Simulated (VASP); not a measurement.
# BaO (Fm-3m) in VASP: single point with HF

Aim: the single point of BaO with HF.

Program: VASP 6.6.1. These are calculated values, not measurements. Logs are shortened: lines on timing, memory, paths and dates and some standing lists are left out, and cuts for length are marked.

### 1 The cell of the first run

Symmetry: Fm-3m, No. 225, cubic system. Conventional cell: a = 5.544 Å, b = 5.544 Å, c = 5.544 Å, α = 90.00°, β = 90.00°, γ = 90.00°. Ba (site symmetry m-3m) has 6 O at 2.77 Å within 3.7 Å. O (site symmetry m-3m) has 6 Ba at 2.77 Å within 3.7 Å.

### 2 Single point, HF

Contents of POSCAR:

```
BaO
1.0
    0.0000000000      2.7719418017      2.7719418017
    2.7719418017      0.0000000000      2.7719418017
    2.7719418017      2.7719418017      0.0000000000
Ba O
1 1
Direct
    0.0000000000      0.0000000000      0.0000000000
    0.5000000000      0.5000000000      0.5000000000
```

Contents of INCAR.step1:

```
PREC     = Accurate       # precision mode
ENCUT    = 520            # plane-wave cutoff, eV
EDIFF    = 1E-5           # SCF threshold, eV
ISMEAR   = 0              # smearing method
SIGMA    = 0.01           # smearing width, eV
LREAL    = False          # projectors in reciprocal space
LASPH    = True           # aspherical terms in the spheres
NELM     = 120            # most SCF steps
ALGO     = Normal         # electronic algorithm
ISIF     = 2              # what is computed and relaxed
LWAVE    = True           # write WAVECAR
LCHARG   = False          # write CHGCAR
NBANDS   = 15             # bands
GGA      = PE             # functional
GGA_COMPAT= False
```

Contents of INCAR.step2:

```
PREC     = Accurate       # precision mode
ENCUT    = 520            # plane-wave cutoff, eV
EDIFF    = 1E-6           # SCF threshold, eV
ISMEAR   = 0              # smearing method
SIGMA    = 0.01           # smearing width, eV
LREAL    = False          # projectors in reciprocal space
LASPH    = True           # aspherical terms in the spheres
NELM     = 120            # most SCF steps
ALGO     = Normal         # electronic algorithm
ISIF     = 2              # what is computed and relaxed
LWAVE    = False          # write WAVECAR
LCHARG   = False          # write CHGCAR
GGA      = PE             # functional
LHFCALC  = True           # exact exchange
AEXX     = 1.0            # exact-exchange fraction
ALDAC    = 0.0          
AGGAC    = 0.0          
PRECFOCK = Normal       
NBANDS   = 15             # bands
ISTART   = 1            
GGA_COMPAT= False
```

Contents of KPOINTS:

```
Automatic mesh
0
Gamma
  6 6 6
```

Potentials or basis: VASP PAW PBE potentials, release 64 (Ba_sv, O).

Run with:

```
> cat potpaw_PBE.64/Ba_sv/POTCAR potpaw_PBE.64/O/POTCAR > POTCAR
> cp INCAR.step1 INCAR
> mpirun -np 1 vasp_std > vasp.out
> cp INCAR.step2 INCAR
> mpirun -np 1 vasp_std > vasp.out
```

OUTCAR:

```text
PREC = Accurate
   ENCUT = 520
   EDIFF = 1E-6
   ISMEAR = 0
   LREAL = False
   LASPH = True
   NELM = 120
   ISIF = 2
   GGA = PE
   LHFCALC = True
   AEXX = 1.0
   PRECFOCK = Normal
   ISTART = 1

 ion  position               nearest neighbor table
   1  0.000  0.000  0.000-   2 2.77   2 2.77   2 2.77   2 2.77   2 2.77   2 2.77
   2  0.500  0.500  0.500-   1 2.77   1 2.77   1 2.77   1 2.77   1 2.77   1 2.77

  LATTYP: Found a face centered cubic cell.
 ALAT       =     5.5438836034

  Lattice vectors:

 A1 = (   0.0000000000,   2.7719418017,   2.7719418017)
 A2 = (   2.7719418017,   0.0000000000,   2.7719418017)
 A3 = (   2.7719418017,   2.7719418017,   0.0000000000)

Analysis of symmetry for initial positions (statically):
=====================================================================
 Subroutine PRICEL returns:
 Original cell was already a primitive cell.

 Routine SETGRP: Setting up the symmetry group for a
 face centered cubic supercell.

 Subroutine GETGRP returns: Found 48 space group operations
 (whereof 48 operations were pure point group operations)
 out of a pool of 48 trial point group operations.

The static configuration has the point symmetry O_h .

Analysis of symmetry for dynamics (positions and initial velocities):
=====================================================================
 Subroutine PRICEL returns:
 Original cell was already a primitive cell.

 Routine SETGRP: Setting up the symmetry group for a
 face centered cubic supercell.

 Subroutine GETGRP returns: Found 48 space group operations
 (whereof 48 operations were pure point group operations)
 out of a pool of 48 trial point group operations.

The dynamic configuration has the point symmetry O_h .

 Subroutine INISYM returns: Found 48 space group operations
 (whereof 48 operations are pure point group operations),
 and found     1 'primitive' translations

----------------------------------------------------------------------------------------

                                     Primitive cell

  volume of cell :      42.5973

  direct lattice vectors                    reciprocal lattice vectors
     0.000000000  2.771941802  2.771941802    -0.180378967  0.180378967  0.180378967
     2.771941802  0.000000000  2.771941802     0.180378967 -0.180378967  0.180378967
     2.771941802  2.771941802  0.000000000     0.180378967  0.180378967 -0.180378967

  length of vectors
     3.920117690  3.920117690  3.920117690     0.312425536  0.312425536  0.312425536

  position of ions in fractional coordinates (direct lattice)
     0.000000000  0.000000000  0.000000000
[... 91 lines left out ...]
  Fermi-wavevector in a.u.,A,eV,Ry     =   1.181193  2.232130 18.983066  1.395216
  Thomas-Fermi vector in A             =   2.317471
   LORBIT       =      0    0 simple, 1 ext, 2 COOP (PROOUT), +10 PAW based schemes
   GGA     = PE    functional components
   LHFCALC =     T    Hartree Fock is set to
   PRECFOCK=normal    Normal, Fast or Accurate (Low or Medium for compatibility)
   ENCUT4O =  -1.0   cutoff for four orbital integrals eV
   NKREDX  =     1    reduce k-point grid by
   NKREDY  =     1    reduce k-point grid by
   NKREDZ  =     1    reduce k-point grid by
   AEXX    =    1.0000 exact exchange contribution
   HFSCREEN=    0.0000 screening length (either q_TF or 0.3 A-1)
   HFSCREENC=   0.0000 screening length for correlation (either q_TF or 0.3 A-1)
   ENCUTFOCK=  -1.0 apply spherical cutoff to Coloumb kernel
   IVDW    =     0    specifies the selected vdW correction
   LEPSILON=     F    determine dielectric tensor
   LRPA    =     F    only Hartree local field effects (RPA)
 non-spin polarized calculation
 Gauss-broadening in eV      SIGMA  =   0.01
  energy-cutoff  :      520.00
  volume of cell :       42.60
 maximum number of plane-waves:      1167
 NGX is ok and might be reduce to    30
  NGX = 24; NGY = 24; NGZ = 24

 number of electron      15.9999999 magnetization

 Free energy of the ion-electron system (eV)
  ---------------------------------------------------
  ext. energy  EPLUGINS =         0.00000000
  ---------------------------------------------------
  free energy    TOTEN  =       -20.76881159 eV

  energy without entropy =      -20.76881159  energy(sigma->0) =      -20.76881159

 E-fermi :  -2.4106     XC(G=0):   0.0000

 val. band max:       -2.4749879429   @ k =   0.5000   0.5000   0.0000
 cond. band min:       8.1660611001   @ k =   0.5000   0.5000   0.0000
 fundamental gap:     10.6410490430
 Fermi energy:        -2.4106097614

 k-point     1 :       0.0000    0.0000    0.0000
  band No.  band energies     occupation
      1     -33.9004      2.00000
      2     -23.3429      2.00000
      3     -14.0470      2.00000
      4     -14.0470      2.00000
      5     -14.0470      2.00000
      6      -3.0998      2.00000
      7      -3.0998      2.00000
      8      -3.0998      2.00000
      9       9.9979      0.00000
     10      11.4546      0.00000
     11      11.4546      0.00000
     12      11.4546      0.00000
     13      14.1514      0.00000
     14      14.1514      0.00000
[... 257 lines left out ...]
      2     -23.7552      2.00000
      3     -15.7436      2.00000
      4     -15.1538      2.00000
      5     -14.3254      2.00000
      6      -3.9166      2.00000
      7      -2.7890      2.00000
      8      -2.6211      2.00000
      9       9.6414      0.00000
     10      13.1334      0.00000
     11      13.9593      0.00000
     12      17.5400      0.00000
     13      17.6265      0.00000
     14      19.8713      0.00000
     15      20.1407      0.00000

------------------------ aborting loop because EDIFF is reached ----------------------------------------

  FORCE on cell =-STRESS in cart. coord.  units (eV):
  Direction    XX          YY          ZZ          XY          YZ          ZX
  --------------------------------------------------------------------------------------
  -------------------------------------------------------------------------------------
  Total        1.4160864      1.4160864      1.4160864      0.0000000      0.0000000     -0.0000000
  in kB       53.2620656     53.2620656     53.2620656      0.0000000      0.0000000     -0.0000000
  external PRESSURE =      53.2620656 kB  Pullay stress =       0.0000000 kB

 VOLUME and BASIS-vectors are now :
 -----------------------------------------------------------------------------
  energy-cutoff  :      520.00
  volume of cell :       42.60
      direct lattice vectors                 reciprocal lattice vectors
     0.000000000  2.771941802  2.771941802    -0.180378967  0.180378967  0.180378967
     2.771941802  0.000000000  2.771941802     0.180378967 -0.180378967  0.180378967
     2.771941802  2.771941802  0.000000000     0.180378967  0.180378967 -0.180378967

 POSITION                                       TOTAL-FORCE (eV/Angst)
 -----------------------------------------------------------------------------------
      0.00000      0.00000      0.00000         0.000000     -0.000000     -0.000000
      2.77194      2.77194      2.77194         0.000000      0.000000      0.000000
 -----------------------------------------------------------------------------------
    total drift:                               -0.000000     -0.000000     -0.000000

  FREE ENERGIE OF THE ION-ELECTRON SYSTEM (eV)
  ---------------------------------------------------
  free  energy   TOTEN  =       -20.7688115940 eV

  energy  without entropy=      -20.7688115940  energy(sigma->0) =      -20.76881159
```

OUTCAR.step1:

```text
PREC = Accurate
   ENCUT = 520
   EDIFF = 1E-5
   ISMEAR = 0
   LREAL = False
[... 500 lines left out ...]
      0.00000      0.00000      0.00000         0.000000      0.000000     -0.000000
      2.77194      2.77194      2.77194        -0.000000      0.000000      0.000000
 -----------------------------------------------------------------------------------
    total drift:                                0.000000      0.000000      0.000000

  FREE ENERGIE OF THE ION-ELECTRON SYSTEM (eV)
  ---------------------------------------------------
  free  energy   TOTEN  =       -11.7946382493 eV

  energy  without entropy=      -11.7946382493  energy(sigma->0) =      -11.79463825
```

OSZICAR.step1:

```text
N       E                     dE             d eps       ncg     rms          rms(c)
DAV:   1     0.821885242081E+02    0.82189E+02   -0.78738E+03   480   0.985E+02
DAV:   2    -0.103613992135E+02   -0.92550E+02   -0.82697E+02   673   0.201E+02
DAV:   3    -0.143717696640E+02   -0.40104E+01   -0.39898E+01   589   0.432E+01
DAV:   4    -0.144122982989E+02   -0.40529E-01   -0.40524E-01   616   0.437E+00
DAV:   5    -0.144130096167E+02   -0.71132E-03   -0.71132E-03   543   0.498E-01    0.956E+00
DAV:   6    -0.120506574981E+02    0.23624E+01   -0.87718E+00   501   0.218E+01    0.626E+00
DAV:   7    -0.118181270678E+02    0.23253E+00   -0.64500E-01   544   0.624E+00    0.221E+00
DAV:   8    -0.117938631731E+02    0.24264E-01   -0.10369E-01   585   0.322E+00    0.534E-01
DAV:   9    -0.117933877877E+02    0.47539E-03   -0.96585E-03   564   0.919E-01    0.163E-01
DAV:  10    -0.117946544655E+02   -0.12667E-02   -0.26850E-03   494   0.404E-01    0.489E-02
DAV:  11    -0.117946304793E+02    0.23986E-04   -0.16317E-04   599   0.107E-01    0.260E-02
DAV:  12    -0.117946382493E+02   -0.77700E-05   -0.22353E-05   493   0.408E-02
   1 F= -.11794638E+02 E0= -.11794638E+02  d E =-.406470E-69
```

It took 1.6 h on 1 thread of Oxide Virtual Turin-like, shared host; peak memory 0.16 GiB.

Results:

- Free energy: -20.7688 eV
- Pressure: 5.3 GPa
- Band gap on the k mesh: 10.64 eV

Caveat: the cell stands under pressure; the PAW data sets were made with another functional, which shifts forces and pressure a little; spin-orbit coupling is left out, which moves the levels of the heavy elements. A k mesh can miss the band edges.
